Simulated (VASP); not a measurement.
# GaP in VASP: a series of runs

The runs below take GaP through single point, with LDA.

Program: VASP 6.6.1. These are calculated values, not measurements. Logs are shortened: lines on timing, memory, paths and dates and some standing lists are left out, and cuts for length are marked.

## (1) The cell of the first run

It takes space group F-43m (No. 216, cubic). The conventional cell has a = 5.522 Å, b = 5.522 Å, c = 5.522 Å, α = 90.00°, β = 90.00°, γ = 90.00°. Within 3.2 Å of Ga (site symmetry -43m) lie 4 P at 2.39 Å. P (site symmetry -43m) has 4 Ga at 2.39 Å within 3.2 Å.

## (2) Single point, LDA (volume scaled by 1.04)

The input, INCAR:

```
ALGO = Normal
EDIFF = 1E-6
ENCUT = 520
ISIF = 2
ISMEAR = -1
LASPH = True
LCHARG = True
LELF = True
LREAL = False
LVHAR = True
LWAVE = False
NBANDS = 16
NELM = 80
PREC = Accurate
SIGMA = 0.05
```

The input, KPOINTS:

```
k-points
0
Gamma
  10 10 10
```

The input, POSCAR:

```
GaP
1.0
    0.0000000000      2.7611126653      2.7611126653
    2.7611126653      0.0000000000      2.7611126653
    2.7611126653      2.7611126653      0.0000000000
Ga P
1 1
Direct
    0.0000000000      0.0000000000      0.0000000000
    0.7500000000      0.7500000000      0.7500000000
```

Potentials or basis: VASP PAW LDA potentials, release 64 (Ga_d, P).

Started as:

```
$ cat potpaw_LDA.64/Ga_d/POTCAR potpaw_LDA.64/P/POTCAR > POTCAR
$ mpirun -np 1 vasp_std > vasp.out
```

OUTCAR:

```text
EDIFF = 1E-6
   ENCUT = 520
   ISIF = 2
   ISMEAR = -1
   LASPH = True
   LREAL = False
   NELM = 80
   PREC = Accurate

 ion  position               nearest neighbor table
   1  0.000  0.000  0.000-   2 2.39   2 2.39   2 2.39   2 2.39
   2  0.750  0.750  0.750-   1 2.39   1 2.39   1 2.39   1 2.39

  LATTYP: Found a face centered cubic cell.
 ALAT       =     5.5222253306

  Lattice vectors:

 A1 = (   0.0000000000,   2.7611126653,   2.7611126653)
 A2 = (   2.7611126653,   0.0000000000,   2.7611126653)
 A3 = (   2.7611126653,   2.7611126653,   0.0000000000)

Analysis of symmetry for initial positions (statically):
=====================================================================
 Subroutine PRICEL returns:
 Original cell was already a primitive cell.

 Routine SETGRP: Setting up the symmetry group for a
 face centered cubic supercell.

 Subroutine GETGRP returns: Found 24 space group operations
 (whereof 24 operations were pure point group operations)
 out of a pool of 48 trial point group operations.

The static configuration has the point symmetry T_d .

Analysis of symmetry for dynamics (positions and initial velocities):
=====================================================================
 Subroutine PRICEL returns:
 Original cell was already a primitive cell.

 Routine SETGRP: Setting up the symmetry group for a
 face centered cubic supercell.

 Subroutine GETGRP returns: Found 24 space group operations
 (whereof 24 operations were pure point group operations)
 out of a pool of 48 trial point group operations.

The dynamic configuration has the point symmetry T_d .

 Subroutine INISYM returns: Found 24 space group operations
 (whereof 24 operations are pure point group operations),
 and found     1 'primitive' translations

----------------------------------------------------------------------------------------

                                     Primitive cell

  volume of cell :      42.1000

  direct lattice vectors                    reciprocal lattice vectors
     0.000000000  2.761112665  2.761112665    -0.181086417  0.181086417  0.181086417
     2.761112665  0.000000000  2.761112665     0.181086417 -0.181086417  0.181086417
     2.761112665  2.761112665  0.000000000     0.181086417  0.181086417 -0.181086417

  length of vectors
     3.904802979  3.904802979  3.904802979     0.313650875  0.313650875  0.313650875

  position of ions in fractional coordinates (direct lattice)
     0.000000000  0.000000000  0.000000000
     0.750000000  0.750000000  0.750000000

  ion indices of the primitive-cell ions
   primitive index   ion index
                 1           1
                 2           2

----------------------------------------------------------------------------------------

 KPOINTS: k-points

Automatic generation of k-mesh.
 Grid dimensions read from file:
 generate k-points for:   10   10   10

 Generating k-lattice:

  Cartesian coordinates                     Fractional coordinates (reciprocal lattice)
    -0.018108642  0.018108642  0.018108642     0.100000000  0.000000000  0.000000000
     0.018108642 -0.018108642  0.018108642     0.000000000  0.100000000  0.000000000
     0.018108642  0.018108642 -0.018108642     0.000000000  0.000000000  0.100000000

  Length of vectors
     0.031365088  0.031365088  0.031365088

  Shift w.r.t. Gamma in fractional coordinates (k-lattice)
     0.000000000  0.000000000  0.000000000

 Subroutine IBZKPT returns following result:
 ===========================================

 Found     47 irreducible k-points:

 Following reciprocal coordinates:
            Coordinates               Weight
  0.000000  0.000000  0.000000      1.000000
  0.100000  0.000000  0.000000      8.000000
  0.200000  0.000000  0.000000      8.000000
  0.300000  0.000000  0.000000      8.000000
  0.400000  0.000000  0.000000      8.000000
  0.500000  0.000000  0.000000      4.000000
[... 16 lines left out ...]
  0.300000  0.300000  0.000000      6.000000
  0.400000  0.300000  0.000000     24.000000
 [... further k-points ...]
   k-points           NKPTS =     47   k-points in BZ     NKDIM =     47   number of bands    NBANDS=     16
   number of dos      NEDOS =    301   number of ions     NIONS =      2
   total plane-waves  NPLWV =  27000
   dimension x,y,z NGX =    30 NGY =   30 NGZ =   30
   dimension x,y,z NGXF=    60 NGYF=   60 NGZF=   60
   ions per type =               1   1
   NGX,Y,Z   is equivalent  to a cutoff of  12.77, 12.77, 12.77 a.u.
   NGXF,Y,Z  is equivalent  to a cutoff of  25.54, 25.54, 25.54 a.u.
 SYSTEM =  unknown system
   PREC   = accura    normal or accurate (medium, high low for compatibility)
   ISTART =      0    job   : 0-new  1-cont  2-samecut
   ICHARG =      2    charge: 1-file 2-atom 10-const
   ISPIN  =      1    spin polarized calculation?
   LNONCOLLINEAR =      F non collinear calculations
   LSORBIT =      F    spin-orbit coupling
   LASPH  =      T    aspherical Exc in radial PAW
[... 25 lines left out ...]
  Thomas-Fermi vector in A             =   2.368043
   LORBIT       =      0    0 simple, 1 ext, 2 COOP (PROOUT), +10 PAW based schemes
   GGA     = CA    functional components
   LHFCALC =     F    Hartree Fock is set to
   AEXX    =    0.0000 exact exchange contribution
   IVDW    =     0    specifies the selected vdW correction
   LEPSILON=     F    determine dielectric tensor
   LRPA    =     F    only Hartree local field effects (RPA)
 non-spin polarized calculation
  energy-cutoff  :      520.00
  volume of cell :       42.10
 maximum number of plane-waves:      1158
 NGX is ok and might be reduce to    30
   NGX = 15   NGY = 15   NGZ = 15

 number of electron      18.0000007 magnetization

 Free energy of the ion-electron system (eV)
  ---------------------------------------------------
  ext. energy  EPLUGINS =         0.00000000
  ---------------------------------------------------
  free energy    TOTEN  =       -10.40146009 eV

  energy without entropy =      -10.40146007  energy(sigma->0) =      -10.40146008

 E-fermi :   4.7826     XC(G=0):  -9.9911

 val. band max:        4.1082433516   @ k =   0.0000   0.0000   0.0000
 cond. band min:       5.4251294433   @ k =   0.0000   0.0000   0.0000
 fundamental gap:      1.3168860917
 Fermi energy:         4.7825824284

 k-point     1 :       0.0000    0.0000    0.0000
  band No.  band energies     occupation
      1     -10.5324      2.00000
      2     -10.5324      2.00000
      3     -10.5324      2.00000
      4     -10.4454      2.00000
      5     -10.4454      2.00000
      6      -8.1132      2.00000
[... 8 lines left out ...]
     15      13.8486      0.00000
     16      13.8486      0.00000

 k-point     2 :       0.1000    0.0000    0.0000
  band No.  band energies     occupation
      1     -10.5391      2.00000
      2     -10.5297      2.00000
      3     -10.5297      2.00000
      4     -10.4455      2.00000
      5     -10.4455      2.00000
      6      -7.9898      2.00000
[... 8 lines left out ...]
     15      13.3635      0.00000
     16      13.3635      0.00000

 k-point     3 :       0.2000    0.0000    0.0000
  band No.  band energies     occupation
      1     -10.5560      2.00000
      2     -10.5232      2.00000
      3     -10.5232      2.00000
      4     -10.4451      2.00000
      5     -10.4451      2.00000
      6      -7.6311      2.00000
[... 8 lines left out ...]
     15      12.9317      0.00000
     16      13.8062      0.00000

 k-point     4 :       0.3000    0.0000    0.0000
  band No.  band energies     occupation
      1     -10.5757      2.00000
      2     -10.5165      2.00000
      3     -10.5165      2.00000
      4     -10.4432      2.00000
      5     -10.4432      2.00000
      6      -7.0817      2.00000
[... 8 lines left out ...]
     15      13.3082      0.00000
     16      13.4788      0.00000
[... 324 lines left out ...]
 k-point    22 :      -0.2000    0.2000    0.0000
  band No.  band energies     occupation
      1     -10.5807      2.00000
      2     -10.5121      2.00000
      3     -10.5113      2.00000
      4     -10.4484      2.00000
      5     -10.4417      2.00000
      6      -6.8928      2.00000
[... 8 lines left out ...]
     15      15.0553      0.00000
     16      15.7509      0.00000

 k-point    23 :       0.3000    0.3000    0.0000
  band No.  band energies     occupation
      1     -10.6007      2.00000
      2     -10.4962      2.00000
      3     -10.4962      2.00000
      4     -10.4638      2.00000
      5     -10.4331      2.00000
      6      -6.7206      2.00000
[... 8 lines left out ...]
     15      15.1736      0.00000
     16      17.3240      0.00000

 k-point    24 :       0.4000    0.3000    0.0000
  band No.  band energies     occupation
      1     -10.6108      2.00000
      2     -10.4912      2.00000
      3     -10.4894      2.00000
      4     -10.4661      2.00000
      5     -10.4313      2.00000
      6      -6.2250      2.00000
[... 8 lines left out ...]
     15      15.7957      0.00000
     16      17.3938      0.00000

 [... further k-points ...]

------------------------ aborting loop because EDIFF is reached ----------------------------------------

  FORCE on cell =-STRESS in cart. coord.  units (eV):
  Direction    XX          YY          ZZ          XY          YZ          ZX
  --------------------------------------------------------------------------------------
  -------------------------------------------------------------------------------------
  Total       -1.4330649     -1.4330649     -1.4330649      0.0000000     -0.0000000      0.0000000
  in kB      -54.5373531    -54.5373531    -54.5373531      0.0000000     -0.0000000      0.0000000
  external PRESSURE =     -54.5373531 kB  Pullay stress =       0.0000000 kB

 VOLUME and BASIS-vectors are now :
 -----------------------------------------------------------------------------
  energy-cutoff  :      520.00
  volume of cell :       42.10
      direct lattice vectors                 reciprocal lattice vectors
     0.000000000  2.761112665  2.761112665    -0.181086417  0.181086417  0.181086417
     2.761112665  0.000000000  2.761112665     0.181086417 -0.181086417  0.181086417
     2.761112665  2.761112665  0.000000000     0.181086417  0.181086417 -0.181086417

 POSITION                                       TOTAL-FORCE (eV/Angst)
 -----------------------------------------------------------------------------------
      0.00000      0.00000      0.00000         0.000000      0.000000      0.000000
      4.14167      4.14167      4.14167        -0.000000     -0.000000     -0.000000
 -----------------------------------------------------------------------------------
    total drift:                                0.000000      0.000000     -0.000000

  FREE ENERGIE OF THE ION-ELECTRON SYSTEM (eV)
  ---------------------------------------------------
  free  energy   TOTEN  =       -10.4014600885 eV

  energy  without entropy=      -10.4014600700  energy(sigma->0) =      -10.40146008
```

Run time: 25 s. Hardware: 1 thread of Intel Xeon Platinum 8488C (Sapphire Rapids), shared host; peak memory 0.16 GiB.

Results:

| Quantity | Value |
| --- | --- |
| Free energy | -10.4015 eV |
| Pressure | -5.5 GPa |
| Band gap on the k mesh | 1.32 eV, direct |

 A k mesh can miss the band edges.

## (3) Single point, LDA (zz strain of -3 %)

The input, INCAR:

```
SYSTEM = GaP
ALGO = Normal ; EDIFF = 1E-7
ENCUT = 520 ; ISIF = 2
ISMEAR = -1 ; LASPH = .True.
LCHARG = .False. ; LREAL = .False.
LWAVE = .False. ; NBANDS = 16
NELM = 60 ; PREC = Accurate
SIGMA = 0.05
```

The input, KPOINTS:

```
k-points
0
Gamma
  10 10 10
  0 0 0
```

The input, POSCAR:

```
GaP
1.0
    0.0000000000      2.7252500000      2.6434925000
    2.7252500000      0.0000000000      2.6434925000
    2.7252500000      2.7252500000      0.0000000000
Ga P
1 1
Direct
    0.0000000000      0.0000000000      0.0000000000
    0.7500000000      0.7500000000      0.7500000000
```

Potentials or basis: VASP PAW LDA potentials, release 64 (Ga_d, P).

Started as:

```
$ cat potpaw_LDA.64/Ga_d/POTCAR potpaw_LDA.64/P/POTCAR > POTCAR
$ mpirun -np 1 vasp_std > vasp.out
```

Run time: 63 s. Hardware: 1 thread of Intel Xeon Platinum 8375C at 2.90GHz (Ice Lake), shared host; peak memory 0.18 GiB.

Results (log left out):

```
Free energy            : -10.4474 eV
Pressure               : -0.1 GPa
Band gap on the k mesh : 1.11 eV, indirect (least direct gap 1.77 eV)
```

Stress tensor (GPa, compression positive):
```
-0.86  0.00  0.00
 0.00 -0.86  0.00
 0.00  0.00  1.39
```

Levels at points of the mesh, in eV from the valence-band top:
| k point | band 6 | band 7 | band 8 | band 9 | band 10 | band 11 | band 12 | band 13 |
| --- | --- | --- | --- | --- | --- | --- | --- | --- |
| (0.00, 0.00, 0.00) | -12.85 | -0.17 | -0.17 | 0.00 | 1.77 | 3.64 | 3.70 | 3.70 |
| (0.50, 0.00, 0.00) | -10.67 | -6.99 | -1.41 | -1.16 | 1.48 | 4.39 | 4.66 | 8.00 |
| (0.50, 0.50, 0.00) | -9.61 | -6.95 | -3.07 | -3.07 | 1.18 | 1.35 | 10.56 | 10.56 |
| (0.50, 0.00, 0.50) | -9.75 | -7.16 | -2.86 | -2.84 | 1.40 | 1.64 | 10.52 | 10.52 |

Caveat: the cell differs from its parent crystal (zz strain of -3 %). A k mesh can miss the band edges.

## (4) Single point, LDA (zz strain of -2 %)

The input, INCAR:

```
SYSTEM = GaP
ALGO = Normal ; EDIFF = 1E-6
ENCUT = 520 ; GGA = CA
ISIF = 2 ; ISMEAR = -1
LASPH = .TRUE. ; LCHARG = .TRUE.
LELF = .TRUE. ; LREAL = .FALSE.
LVHAR = .TRUE. ; LWAVE = .FALSE.
NBANDS = 16 ; NELM = 80
PREC = Accurate ; SIGMA = 0.05
```

The input, KPOINTS:

```
k-points
0
G
  10 10 10
  0 0 0
```

The input, POSCAR:

```
GaP
1.0
    0.0000000000      2.7252500000      2.6707450000
    2.7252500000      0.0000000000      2.6707450000
    2.7252500000      2.7252500000      0.0000000000
Ga P
1 1
Direct
    0.0000000000      0.0000000000      0.0000000000
    0.7500000000      0.7500000000      0.7500000000
```

Started as:

```
$ cat potpaw_LDA.64/Ga_d/POTCAR potpaw_LDA.64/P/POTCAR > POTCAR
$ mpirun -np 1 vasp_std > vasp.out
```

Wall time 66 s (1 thread of Intel Xeon Platinum 8375C at 2.90GHz (Ice Lake), shared host); peak memory 0.19 GiB.

The run converged. Its results:

| Property | Result |
| --- | --- |
| Free energy | -10.4492 eV |
| Pressure | -1.0 GPa |
| Band gap on the k mesh | 1.23 eV, indirect (least direct gap 1.73 eV) |

Stress tensor (GPa, compression positive):
```
-1.54  0.00  0.00
 0.00 -1.54  0.00
 0.00  0.00 -0.02
```

Levels at points of the mesh, in eV from the valence-band top:
| k point | band 6 | band 7 | band 8 | band 9 | band 10 | band 11 | band 12 | band 13 |
| --- | --- | --- | --- | --- | --- | --- | --- | --- |
| (0.00, 0.00, 0.00) | -12.74 | -0.11 | -0.11 | 0.00 | 1.73 | 3.69 | 3.73 | 3.73 |
| (0.50, 0.00, 0.00) | -10.59 | -6.90 | -1.32 | -1.15 | 1.49 | 4.48 | 4.64 | 8.02 |
| (0.50, 0.50, 0.00) | -9.58 | -6.92 | -2.95 | -2.95 | 1.29 | 1.46 | 10.52 | 10.52 |
| (0.50, 0.00, 0.50) | -9.67 | -7.05 | -2.81 | -2.80 | 1.43 | 1.66 | 10.51 | 10.51 |

Caveat: the cell differs from its parent crystal (zz strain of -2 %). A k mesh can miss the band edges.

## (5) Single point, LDA (zz strain of -1 %)

The input, INCAR:

```
PREC = Accurate
ENCUT = 520
EDIFF = 1E-7
ISMEAR = -1
SIGMA = 0.05
LREAL = F
LASPH = T
NELM = 60
ALGO = Normal
ISIF = 2
LWAVE = F
LCHARG = T
GGA = CA
LELF = T
LVHAR = T
NBANDS = 16
```

The input, KPOINTS:

```
Automatic mesh
0
Gamma
  10 10 10
```

The input, POSCAR:

```
GaP
1.0
    0.0000000000      2.7252500000      2.6979975000
    2.7252500000      0.0000000000      2.6979975000
    2.7252500000      2.7252500000      0.0000000000
Ga P
1 1
Direct
    0.0000000000      0.0000000000      0.0000000000
    0.7500000000      0.7500000000      0.7500000000
```

Started as:

```
$ cat potpaw_LDA.64/Ga_d/POTCAR potpaw_LDA.64/P/POTCAR > POTCAR
$ mpirun -np 1 vasp_std > vasp.out
```

Run time: 98 s. Hardware: 1 thread of Intel Xeon Platinum 8375C at 2.90GHz (Ice Lake), shared host; peak memory 0.19 GiB.

Results (log left out):

- Free energy: -10.4476 eV
- Pressure: -1.8 GPa
- Band gap on the k mesh: 1.34 eV, indirect (least direct gap 1.68 eV)

Stress tensor (GPa, compression positive):
```
-2.09  0.00  0.00
 0.00 -2.09  0.00
 0.00  0.00 -1.32
```

Levels at points of the mesh, in eV from the valence-band top:
| k point | band 5 | band 6 | band 7 | band 8 | band 9 | band 10 | band 11 | band 12 | band 13 | band 14 |
| --- | --- | --- | --- | --- | --- | --- | --- | --- | --- | --- |
| (0.00, 0.00, 0.00) | -14.66 | -12.62 | -0.06 | -0.06 | 0.00 | 1.68 | 3.74 | 3.76 | 3.76 | 8.50 |
| (0.50, 0.00, 0.00) | -14.65 | -10.51 | -6.80 | -1.22 | -1.14 | 1.51 | 4.55 | 4.63 | 8.03 | 10.67 |
| (0.50, 0.50, 0.00) | -14.63 | -9.54 | -6.88 | -2.83 | -2.83 | 1.39 | 1.57 | 10.49 | 10.49 | 11.08 |
| (0.50, 0.00, 0.50) | -14.64 | -9.59 | -6.95 | -2.76 | -2.75 | 1.46 | 1.67 | 10.49 | 10.49 | 10.99 |

Caveat: the cell differs from its parent crystal (zz strain of -1 %).

## (6) Single point, LDA (zz strain of +1 %)

The input, INCAR:

```
SYSTEM = GaP
PREC = Accurate
ENCUT = 520
EDIFF = 1E-6
ISMEAR = -1
SIGMA = 0.05
LREAL = .False.
LASPH = .True.
NELM = 80
ALGO = Normal
ISIF = 2
LWAVE = .False.
LCHARG = .False.
NBANDS = 16
```

The input, KPOINTS:

```
Automatic mesh
0
Gamma
  10 10 10
  0 0 0
```

The input, POSCAR:

```
GaP
1.0
    0.0000000000      2.7252500000      2.7525025000
    2.7252500000      0.0000000000      2.7525025000
    2.7252500000      2.7252500000      0.0000000000
Ga P
1 1
Direct
    0.0000000000      0.0000000000      0.0000000000
    0.7500000000      0.7500000000      0.7500000000
```

Potentials or basis: VASP PAW LDA potentials, release 64 (Ga_d, P).

Started as:

```
$ cat potpaw_LDA.64/Ga_d/POTCAR potpaw_LDA.64/P/POTCAR > POTCAR
$ mpirun -np 1 vasp_std > vasp.out
```

It took 91 s on 1 thread of Intel Xeon Platinum 8375C at 2.90GHz (Ice Lake), shared host; peak memory 0.19 GiB.

The run converged. Its results:

- Free energy: -10.4343 eV
- Pressure: -3.4 GPa
- Band gap on the k mesh: 1.42 eV, indirect (least direct gap 1.54 eV)

Stress tensor (GPa, compression positive):
```
-3.17  0.00  0.00
 0.00 -3.17  0.00
 0.00  0.00 -3.95
```

Levels at points of the mesh, in eV from the valence-band top:
| k point | band 6 | band 7 | band 8 | band 9 | band 10 | band 11 | band 12 | band 13 |
| --- | --- | --- | --- | --- | --- | --- | --- | --- |
| (0.00, 0.00, 0.00) | -12.45 | -0.06 | 0.00 | 0.00 | 1.54 | 3.77 | 3.77 | 3.79 |
| (0.50, 0.00, 0.00) | -10.40 | -6.67 | -1.17 | -1.09 | 1.46 | 4.58 | 4.65 | 8.01 |
| (0.50, 0.50, 0.00) | -9.53 | -6.85 | -2.65 | -2.65 | 1.54 | 1.74 | 10.36 | 10.36 |
| (0.50, 0.00, 0.50) | -9.48 | -6.79 | -2.72 | -2.71 | 1.48 | 1.64 | 10.35 | 10.36 |

Caveat: the cell differs from its parent crystal (zz strain of +1 %).

## (7) Summary

```csv
cell,gap on the mesh (eV),pressure (GPa)
"a = 3.905 Å, angles 60.0°, 2 atoms",1.32,-5.5
"a = 3.797, b = 3.797, c = 3.854 Å, angles 59.5, 59.5, 61.0°, 2 atoms",1.11,-0.1
"a = 3.816, b = 3.816, c = 3.854 Å, angles 59.7, 59.7, 60.7°, 2 atoms",1.23,-1.0
"a = 3.835, b = 3.835, c = 3.854 Å, angles 59.8, 59.8, 60.3°, 2 atoms",1.34,-1.8
"a = 3.873, b = 3.873, c = 3.854 Å, angles 60.2, 60.2, 59.7°, 2 atoms",1.42,-3.4
```

Alike in all rows: task single point; level LDA; potentials or basis VASP PAW LDA potentials, release 64 (Ga_d, P); no spin polarisation; k mesh 10 × 10 × 10; cutoff (eV) 520; smearing fermi-dirac 0.05 eV.

Total energies depend on the potentials used, so only differences within one code and one set of settings carry meaning.
